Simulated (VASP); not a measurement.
Here is a VASP 6.6.1 calculation.

POSCAR

```
Cd2Se
1.0
    4.5178490000      0.0000000000      0.0000000000
    0.0000000000      7.3802210000      0.0000000000
   -1.3988880000      0.0000000000      8.2883300000
Cd Se
8 4
Direct
    0.7580000000      0.0150000000      0.3050000000
    0.7420000000      0.5150000000      0.1950000000
    0.2420000000      0.9850000000      0.6950000000
    0.2580000000      0.4850000000      0.8050000000
    0.2850000000      0.3200000000      0.4350000000
    0.2150000000      0.8200000000      0.0650000000
    0.7150000000      0.6800000000      0.5650000000
    0.7850000000      0.1800000000      0.9350000000
    0.3590000000      0.2390000000      0.1340000000
    0.1410000000      0.7390000000      0.3660000000
    0.6410000000      0.7610000000      0.8660000000
    0.8590000000      0.2610000000      0.6340000000
```

Contents of INCAR.step1:

```
SYSTEM = Cd2Se
ALGO = Normal
EDIFF = 1E-4
ENCUT = 520
GGA = PE
ISMEAR = -1
LASPH = .True.
LCHARG = .False.
LREAL = .False.
LUSENCCL = .False.
LWAVE = .True.
NBANDS = 72
NELM = 60
PREC = Accurate
SIGMA = 0.1
```

The input INCAR.step2:

```
SYSTEM = Cd2Se
ALGO = Normal
EDIFF = 1E-6
ENCUT = 520
ISIF = 2
ISMEAR = -1
ISTART = 1
LASPH = .True.
LCHARG = .True.
LELF = .True.
LMIXTAU = .True.
LREAL = .False.
LUSENCCL = .False.
LVHAR = .True.
LWAVE = .False.
METAGGA = R2SCAN
NBANDS = 72
NELM = 60
PREC = Accurate
SIGMA = 0.1
```

KPOINTS

```
k-points
0
Gamma
  7 5 4
  0 0 0
```

Potentials or basis: VASP PAW PBE potentials, release 64 (Cd, Se).

Command:

```bash
$ cat potpaw_PBE.64/Cd/POTCAR potpaw_PBE.64/Se/POTCAR > POTCAR
$ cp INCAR.step1 INCAR
$ mpirun -np 1 vasp_std > vasp.out
$ cp INCAR.step2 INCAR
$ mpirun -np 1 vasp_std > vasp.out
```

(1) Estimate the band gap on the k mesh.

(2) Predict the largest force.

Answers

(1) zero (bands 60 and 61 overlap by 0.97 eV).

(2) 0.978 eV/Å.

Caveat: the PAW data sets were made with another functional, which shifts forces and pressure a little.
